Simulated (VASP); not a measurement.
## InP: single point with r2SCAN

The system is InP.

```xyz
2
Lattice="-1.1990 2.3980 2.3980 2.3980 -1.1990 2.3980 2.3980 2.3980 -1.1990" Properties=species:S:1:pos:R:3 pbc="T T T"
In    0.0000    0.0000    0.0000
P     1.7985    1.7985    1.7985
```

This cell differs from its parent crystal: ratio of the length along [111] to the lengths across it x 0.5, volume and fractional coordinates fixed.

```
Program                : VASP 6.6.1
Task                   : single point
Functional             : r2SCAN
Potentials or basis    : VASP PAW PBE potentials, release 64 (In_d, P)
Cutoff                 : 520 eV
k mesh                 : 16 × 16 × 16
Occupations            : gaussian, width 0.15 eV
Spin                   : no spin polarisation
Dipole correction      : no
Further INCAR settings : ALGO = Normal; EDIFF = 1e-06; NBANDS = 16
```

- Pressure: -7.3 GPa
- Band gap on the k mesh: zero (band 9 reaches 6.96 eV, above the bottom of band 10 at 4.51 eV)

Levels at points of the mesh, in eV from the Fermi level:
| k point | band 5 | band 6 | band 7 | band 8 | band 9 | band 10 | band 11 | band 12 | band 13 | band 14 |
| --- | --- | --- | --- | --- | --- | --- | --- | --- | --- | --- |
| (0.00, 0.00, 0.00) | -14.75 | -12.05 | -1.99 | -0.75 | -0.75 | -0.75 | 5.38 | 5.38 | 9.39 | 9.39 |
| (0.50, 0.00, 0.00) | -14.74 | -10.55 | -6.91 | 0.64 | 0.64 | 2.66 | 3.13 | 5.19 | 5.19 | 6.72 |
| (0.50, 0.50, 0.00) | -14.68 | -9.22 | -4.24 | -4.24 | -3.50 | 1.03 | 6.62 | 6.62 | 8.00 | 8.13 |
| (0.50, 0.50, 0.50) | -14.67 | -8.70 | -2.06 | -2.06 | -2.06 | -0.95 | 0.40 | 0.40 | 0.40 | 16.84 |

It took 3.3 min on 1 thread of Intel(R) Xeon(R) Platinum 8375C CPU @ 2.90GHz (Ice Lake), on a shared host, peak memory 0.25 GiB.

Caveat: the PAW data sets were made with another functional, which shifts forces and pressure a little; spin-orbit coupling is left out, which moves the levels of the heavy elements.
